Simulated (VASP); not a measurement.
# Si2W (AlB2 type) (P6/mmm) in VASP: a series of runs

Runs on Si2W (AlB2 type). Level: PBE. Tasks: single point.

Program: VASP 6.6.1. These are calculated values, not measurements. Logs are shortened: lines on timing, memory, paths and dates and some standing lists are left out, and cuts for length are marked.

### 1 The cell of the first run

The structure is hexagonal, space group P6/mmm (No. 191). Conventional cell: a = 3.927 Å, b = 3.927 Å, c = 2.460 Å, α = 90.00°, β = 90.00°, γ = 120.00°. W (site symmetry 6/mmm) has 2 W at 2.46 Å and 12 Si at 2.58 Å within 3.2 Å. Within 3.0 Å of Si (site symmetry -6m2) lie 5 Si at 2.27 to 2.46 Å and 6 W at 2.58 Å.

### 2 Single point, PBE

The input, INCAR:

```
SYSTEM = Si2W
PREC = Accurate ; ENCUT = 520
EDIFF = 1E-6 ; ISMEAR = -1
SIGMA = 0.05 ; LREAL = .False.
LASPH = .True. ; NELM = 60
ALGO = Normal ; ISIF = 2
LWAVE = .False. ; LCHARG = .False.
GGA = PE ; NBANDS = 18
```

The input, KPOINTS:

```
Automatic mesh
0
Gamma
  10 10 8
  0 0 0
```

The input, POSCAR:

```
Si2W
1.0
    3.9269626186      0.0000000000      0.0000000000
   -1.9634813093      3.4008493874      0.0000000000
    0.0000000000      0.0000000000      2.4602018792
W Si
1 2
Direct
    0.0000000000      0.0000000000      0.0000000000
    0.3333333333      0.6666666667      0.5000000000
    0.6666666667      0.3333333333      0.5000000000
```

Potentials or basis: VASP PAW PBE potentials, release 64 (W_sv, Si).

Command:

```sh
cat potpaw_PBE.64/W_sv/POTCAR potpaw_PBE.64/Si/POTCAR > POTCAR
mpirun -np 1 vasp_std > vasp.out
```

OUTCAR:

```text
SYSTEM = Si2W
   PREC = Accurate
   ENCUT = 520
   EDIFF = 1E-6
   ISMEAR = -1
   LREAL = .False.
   LASPH = .True.
   NELM = 60
   ISIF = 2
   GGA = PE

 ion  position               nearest neighbor table
   1  0.000  0.000  0.000-   2 2.58   3 2.58   2 2.58   3 2.58   2 2.58   2 2.58   3 2.58   3 2.58
                             3 2.58   3 2.58   2 2.58   2 2.58
   2  0.333  0.667  0.500-   3 2.27   3 2.27   3 2.27   1 2.58   1 2.58   1 2.58   1 2.58   1 2.58
                             1 2.58
   3  0.667  0.333  0.500-   2 2.27   2 2.27   2 2.27   1 2.58   1 2.58   1 2.58   1 2.58   1 2.58
                             1 2.58

  LATTYP: Found a hexagonal cell.
 ALAT       =     3.9269626186
 C/A-ratio  =     0.6264897627

  Lattice vectors:

 A1 = (   3.9269626186,   0.0000000000,   0.0000000000)
 A2 = (  -1.9634813093,   3.4008493874,   0.0000000000)
 A3 = (   0.0000000000,   0.0000000000,   2.4602018792)

Analysis of symmetry for initial positions (statically):
=====================================================================
 Subroutine PRICEL returns:
 Original cell was already a primitive cell.

 Routine SETGRP: Setting up the symmetry group for a
 hexagonal supercell.

 Subroutine GETGRP returns: Found 24 space group operations
 (whereof 24 operations were pure point group operations)
 out of a pool of 24 trial point group operations.

The static configuration has the point symmetry D_6h.

Analysis of symmetry for dynamics (positions and initial velocities):
=====================================================================
 Subroutine PRICEL returns:
 Original cell was already a primitive cell.

 Routine SETGRP: Setting up the symmetry group for a
 hexagonal supercell.

 Subroutine GETGRP returns: Found 24 space group operations
 (whereof 24 operations were pure point group operations)
 out of a pool of 24 trial point group operations.

The dynamic configuration has the point symmetry D_6h.

 Subroutine INISYM returns: Found 24 space group operations
 (whereof 24 operations are pure point group operations),
 and found     1 'primitive' translations

----------------------------------------------------------------------------------------

                                     Primitive cell

  volume of cell :      32.8560

  direct lattice vectors                    reciprocal lattice vectors
     3.926962619  0.000000000  0.000000000     0.254649738  0.147022094  0.000000000
    -1.963481309  3.400849387  0.000000000     0.000000000  0.294044189  0.000000000
     0.000000000  0.000000000  2.460201879     0.000000000  0.000000000  0.406470708

  length of vectors
     3.926962619  3.926962619  2.460201879     0.294044189  0.294044189  0.406470708

  position of ions in fractional coordinates (direct lattice)
     0.000000000  0.000000000  0.000000000
     0.333333333  0.666666667  0.500000000
     0.666666667  0.333333333  0.500000000

  ion indices of the primitive-cell ions
   primitive index   ion index
                 1           1
                 2           2
                 3           3

----------------------------------------------------------------------------------------

 KPOINTS: Automatic mesh

Automatic generation of k-mesh.
 Grid dimensions read from file:
 generate k-points for:   10   10    8

 Generating k-lattice:

  Cartesian coordinates                     Fractional coordinates (reciprocal lattice)
     0.025464974  0.014702209  0.000000000     0.100000000  0.000000000  0.000000000
     0.000000000  0.029404419  0.000000000     0.000000000  0.100000000  0.000000000
     0.000000000  0.000000000  0.050808839     0.000000000  0.000000000  0.125000000

  Length of vectors
     0.029404419  0.029404419  0.050808839

  Shift w.r.t. Gamma in fractional coordinates (k-lattice)
     0.000000000  0.000000000  0.000000000

 Subroutine IBZKPT returns following result:
 ===========================================

 Found     70 irreducible k-points:

 Following reciprocal coordinates:
            Coordinates               Weight
  0.000000  0.000000  0.000000      1.000000
  0.100000  0.000000  0.000000      6.000000
  0.200000  0.000000  0.000000      6.000000
  0.300000  0.000000  0.000000      6.000000
  0.400000  0.000000  0.000000      6.000000
  0.500000  0.000000  0.000000      3.000000
[... 16 lines left out ...]
  0.300000  0.100000  0.125000     24.000000
  0.400000  0.100000  0.125000     24.000000
 [... further k-points ...]
   k-points           NKPTS =     70   k-points in BZ     NKDIM =     70   number of bands    NBANDS=     18
   number of dos      NEDOS =    301   number of ions     NIONS =      3
   total plane-waves  NPLWV =  16200
   dimension x,y,z NGX =    30 NGY =   30 NGZ =   18
   dimension x,y,z NGXF=    60 NGYF=   60 NGZF=   36
   ions per type =               1   2
   NGX,Y,Z   is equivalent  to a cutoff of  12.70, 12.70, 12.16 a.u.
   NGXF,Y,Z  is equivalent  to a cutoff of  25.40, 25.40, 24.33 a.u.
 SYSTEM =  Si2W
   PREC   = accura    normal or accurate (medium, high low for compatibility)
   ISTART =      0    job   : 0-new  1-cont  2-samecut
   ICHARG =      2    charge: 1-file 2-atom 10-const
   ISPIN  =      1    spin polarized calculation?
   LNONCOLLINEAR =      F non collinear calculations
   LSORBIT =      F    spin-orbit coupling
   LASPH  =      T    aspherical Exc in radial PAW
   ENCUT  =  520.0 eV  38.22 Ry    6.18 a.u.   7.30  7.30  4.57*2*pi/ulx,y,z
   NELM   =     60;   NELMIN=  2; NELMDL= -5     # of ELM steps
   EDIFF  = 0.1E-05   stopping-criterion for ELM
   LREAL  =      F    real-space projection
   EDIFFG = 0.1E-04   stopping-criterion for IOM
   NSW    =      0    number of steps for IOM
   IBRION =     -1    ionic relax: 0-MD 1-quasi-New 2-CG
   NFREE  =      0    steps in history (QN), initial steepest desc. (CG)
   ISIF   =      2    stress and relaxation
   ISYM   =      2    0-nonsym 1-usesym 2-fastsym
   POTIM  = 0.5000    time-step for ionic-motion
   TEBEG  =    0.0;   TEEND  =   0.0 temperature during run
   PSTRESS=    0.0 pullay stress
   NELECT =      22.0000    total number of electrons
   NUPDOWN=      -1.0000    fix difference up-down
   EMIN   =  10.00;   EMAX   =-10.00  energy-range for DOS
   EFERMI =   0.00;   METHOD = LEGACY
   ISMEAR =    -1;   SIGMA  =   0.05  broadening in eV -4-tet -1-fermi 0-gaus
   EFERMI_NEDOS =   21; number of points for ismear=-14 and -15
   IALGO  =     38    algorithm
   IMIX   =      4    mixing-type and parameters
     AMIX     =   0.40;   BMIX     =  1.00
     AMIX_MAG =   1.60;   BMIX_MAG =  1.00
  volume/ion in A,a.u.               =      10.95        73.91
  Fermi-wavevector in a.u.,A,eV,Ry     =   1.432223  2.706510 27.909138  2.051264
  Thomas-Fermi vector in A             =   2.551874
   LORBIT       =      0    0 simple, 1 ext, 2 COOP (PROOUT), +10 PAW based schemes
   GGA     = PE    functional components
   LHFCALC =     F    Hartree Fock is set to
   AEXX    =    0.0000 exact exchange contribution
   IVDW    =     0    specifies the selected vdW correction
   LEPSILON=     F    determine dielectric tensor
   LRPA    =     F    only Hartree local field effects (RPA)
 non-spin polarized calculation
  energy-cutoff  :      520.00
  volume of cell :       32.86
 maximum number of plane-waves:       915
 NGX is ok and might be reduce to    30
   NGX = 15   NGY = 15   NGZ =  9

 number of electron      22.0000002 magnetization

 Free energy of the ion-electron system (eV)
  ---------------------------------------------------
  ext. energy  EPLUGINS =         0.00000000
  ---------------------------------------------------
  free energy    TOTEN  =       -20.84809323 eV

  energy without entropy =      -20.83579732  energy(sigma->0) =      -20.84194528

 E-fermi :  15.6397     XC(G=0): -13.5632

 val. band max:       15.6275513029   @ k =   0.3000   0.3000   0.1250
 cond. band min:      15.6443189756   @ k =   0.2000   0.1000   0.5000
 fundamental gap:      0.0167676726
 Fermi energy:        15.6397421990

 k-point     1 :       0.0000    0.0000    0.0000
  band No.  band energies     occupation
      1     -58.5374      2.00000
      2     -23.0119      2.00000
      3     -23.0119      2.00000
      4     -21.8775      2.00000
      5      -0.8253      2.00000
      6       7.4422      2.00000
[... 10 lines left out ...]
     17      23.3864      0.00000
     18      25.0886      0.00000

 k-point     2 :       0.1000    0.0000    0.0000
  band No.  band energies     occupation
      1     -58.5373      2.00000
      2     -23.0180      2.00000
      3     -23.0133      2.00000
      4     -21.8773      2.00000
      5      -0.6678      2.00000
      6       6.8672      2.00000
[... 10 lines left out ...]
     17      23.2260      0.00000
     18      25.4992      0.00000

 k-point     3 :       0.2000    0.0000    0.0000
  band No.  band energies     occupation
      1     -58.5370      2.00000
      2     -23.0340      2.00000
      3     -23.0169      2.00000
      4     -21.8767      2.00000
      5      -0.2071      2.00000
      6       5.8024      2.00000
[... 10 lines left out ...]
     17      22.8052      0.00000
     18      26.7642      0.00000

 k-point     4 :       0.3000    0.0000    0.0000
  band No.  band energies     occupation
      1     -58.5367      2.00000
      2     -23.0536      2.00000
      3     -23.0214      2.00000
      4     -21.8761      2.00000
      5       0.5211      2.00000
      6       4.7018      2.00000
[... 375 lines left out ...]
      4     -22.2554      2.00000
      5       0.6368      2.00000
      6       5.4774      2.00000
[... 10 lines left out ...]
     17      25.3533      0.00000
     18      25.7197      0.00000

 k-point    23 :       0.3000    0.1000    0.1250
  band No.  band energies     occupation
      1     -58.5045      2.00000
      2     -23.0141      2.00000
      3     -22.9806      2.00000
      4     -22.2543      2.00000
      5       1.4381      2.00000
      6       4.4743      2.00000
[... 10 lines left out ...]
     17      24.7871      0.00000
     18      25.5223      0.00000

 k-point    24 :       0.4000    0.1000    0.1250
  band No.  band energies     occupation
      1     -58.5044      2.00000
      2     -23.0237      2.00000
      3     -22.9837      2.00000
      4     -22.2536      2.00000
      5       2.3834      2.00000
      6       3.4638      2.00000
[... 10 lines left out ...]
     17      23.9887      0.00000
     18      25.7681      0.00000

 [... further k-points ...]
[... 5 lines left out ...]
  --------------------------------------------------------------------------------------
  -------------------------------------------------------------------------------------
  Total       16.4420449     16.4420449     16.6040576     -0.0000000      0.0000000      0.0000000
  in kB      801.7731328    801.7731328    809.6734578     -0.0000000      0.0000000      0.0000000
  external PRESSURE =     804.4065745 kB  Pullay stress =       0.0000000 kB

 VOLUME and BASIS-vectors are now :
 -----------------------------------------------------------------------------
  energy-cutoff  :      520.00
  volume of cell :       32.86
      direct lattice vectors                 reciprocal lattice vectors
     3.926962619  0.000000000  0.000000000     0.254649738  0.147022094  0.000000000
    -1.963481309  3.400849387  0.000000000     0.000000000  0.294044189  0.000000000
     0.000000000  0.000000000  2.460201879     0.000000000  0.000000000  0.406470708

 POSITION                                       TOTAL-FORCE (eV/Angst)
 -----------------------------------------------------------------------------------
      0.00000      0.00000      0.00000        -0.000000     -0.000000     -0.000000
     -0.00000      2.26723      1.23010         0.000000      0.000000      0.000000
      1.96348      1.13362      1.23010        -0.000000     -0.000000     -0.000000
 -----------------------------------------------------------------------------------
    total drift:                                0.000000     -0.000000      0.000000

  FREE ENERGIE OF THE ION-ELECTRON SYSTEM (eV)
  ---------------------------------------------------
  free  energy   TOTEN  =       -20.8480932310 eV

  energy  without entropy=      -20.8357973212  energy(sigma->0) =      -20.84194528
```

It took 19 s on 1 thread of AMD EPYC 9R45 (Zen 5), shared host; peak memory 0.14 GiB.

Results:

```yaml
Free_energy: -20.8481 eV
Pressure: 80.4 GPa
Band_gap_on_the_k_mesh: zero (band 11 reaches 17.22 eV, above the bottom of band 12 at 13.24 eV)
```

Levels at points of the mesh, in eV from the Fermi level:
```tsv
k point	band 8	band 9	band 10	band 11	band 12	band 13	band 14	band 15
(0.00, 0.00, 0.00)	-5.94	-4.73	-1.23	-1.23	2.60	2.60	5.08	5.08
(0.50, 0.00, 0.00)	-6.74	-3.64	-3.04	1.33	2.29	3.99	4.06	5.45
(0.00, 0.00, 0.50)	-6.35	-3.31	-3.31	-2.40	-2.40	-0.97	3.69	7.65
(0.50, 0.00, 0.50)	-7.00	-6.86	-0.94	-0.41	1.04	1.34	2.22	2.36
```

Caveat: spin-orbit coupling is left out, which moves the levels of the heavy elements.

(Part 1 of 2 ends here.)
